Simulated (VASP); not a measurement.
Write the native input for VASP 6.6.1 that does the following.

| Property | Result |
| --- | --- |
| Task | single point |
| Functional | PBE |
| Potentials or basis | VASP PAW PBE potentials, release 64 (Tb_3, Mo_sv), 4f in core |
| Cutoff | 500 eV |
| k mesh | 6 × 6 × 6 |
| Occupations | gaussian, width 0.1 eV |
| Spin | no spin polarisation |
| Dipole correction | no |
| Further INCAR settings | ALGO = Normal; EDIFF = 1e-06; NBANDS = 18 |

The structure of TbMo lies in POSCAR:

```
TbMo
1.0
    3.6157797000      0.0000000000      0.0000000000
    0.0000000000      3.6157797000      0.0000000000
    0.0000000000      0.0000000000      3.6157797000
Tb Mo
1 1
Direct
    0.5000000000      0.5000000000      0.5000000000
    0.0000000000      0.0000000000      0.0000000000
```

The cell was generated, and may not be a known phase.

One way to write it, as run:

INCAR

```
  ALGO = Normal
  EDIFF = 1E-6
  ENCUT = 500
  GGA = PE
  GGA_COMPAT = F
  ISIF = 2
  ISMEAR = 0
  LASPH = T
  LCHARG = F
  LMAXMIX = 6
  LREAL = F
  LWAVE = F
  NBANDS = 18
  NELM = 200
  PREC = Accurate
  SIGMA = 0.1
```

KPOINTS

```
k-points
0
Gamma
  6 6 6
```

Potentials or basis: VASP PAW PBE potentials, release 64 (Tb_3, Mo_sv), 4f in core.

Command:

```bash
$ cat potpaw_PBE.64/Tb_3/POTCAR potpaw_PBE.64/Mo_sv/POTCAR > POTCAR
$ mpirun -np 1 vasp_std > vasp.out
```

Results of the run:

| Property | Result |
| --- | --- |
| Pressure | -7.3 GPa |
| Band gap on the k mesh | zero (an odd number of electrons rules out a gap without spin polarisation) |

Caveat: the cell stands under tension; spin-orbit coupling is left out, which moves the levels of the heavy elements; the 4f electrons are frozen in the core, so they carry no moment and show no levels.

Run time: 12 s on 1 thread of AMD EPYC 9R45 96-Core Processor (Zen 5) (shared host), peak memory 0.13 GiB.
